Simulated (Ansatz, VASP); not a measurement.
MgS: VASP beside Ansatz

File INCAR:

```
PREC = Accurate
ENCUT = 600
EDIFF = 1E-6
ISMEAR = 0
SIGMA = 0.1
LREAL = False
LASPH = True
NELM = 120
ALGO = Normal
ISIF = 2
LWAVE = False
LCHARG = False
GGA = CA
NBANDS = 11
GGA_COMPAT = False
```

KPOINTS

```
regular mesh
0
Gamma
  6 6 6
```

File POSCAR:

```
MgS
1.0
    0.0000000000      2.6000000000      2.6000000000
    2.6000000000      0.0000000000      2.6000000000
    2.6000000000      2.6000000000      0.0000000000
Mg S
1 1
Direct
    0.0000000000      0.0000000000      0.0000000000
    0.5000000000      0.5000000000      0.5000000000
```

Input for Ansatz:

```yaml
crystal:
  lattice:
    - [0.0, 2.6, 2.6]
    - [2.6, 0.0, 2.6]
    - [2.6, 2.6, 0.0]
  atoms:
    - { symbol: Mg, position: [0.0, 0.0, 0.0] }
    - { symbol: S, position: [0.5, 0.5, 0.5] }
basis:
  ecutwfc: 420
kpoints:
  mp_grid: { grid: [6, 6, 6] }
hamiltonian:
  xc: lda
scf:
  occupations: { method: gaussian, width: 0.1 }
output:
  forces: true
  stress: true
  eigenvalues: true
```

Alike in both runs: task single point; functional LDA; k mesh 6 × 6 × 6; occupations gaussian, width 0.1 eV; no spin polarisation.

|  | VASP | Ansatz |
| --- | --- | --- |
| version | VASP 6.6.1 | Ansatz 0.2.0 |
| potentials or method | VASP PAW LDA potentials, release 64 (Mg, S), cutoff 600 eV | scalar-relativistic, plane waves, PAW |
| valence electrons in the cell | 8 | 16 |

|  | VASP | Ansatz | Ansatz less VASP |
| --- | --- | --- | --- |
| gap on the k mesh at the Fermi level (eV) | 2.56 | 2.56 | +0.002 |
| least direct gap on the mesh (eV) | 3.51 | 3.49 | -0.011 |
| pressure (GPa) | -3.7 | -3.1 | +0.55 |

LDA's correlation is that of Perdew and Zunger in VASP and of Perdew and Wang (1992) in Ansatz. VASP's potentials hold 8 valence electrons a cell and Ansatz's 16, so a difference there can come from the potentials and not from the codes.
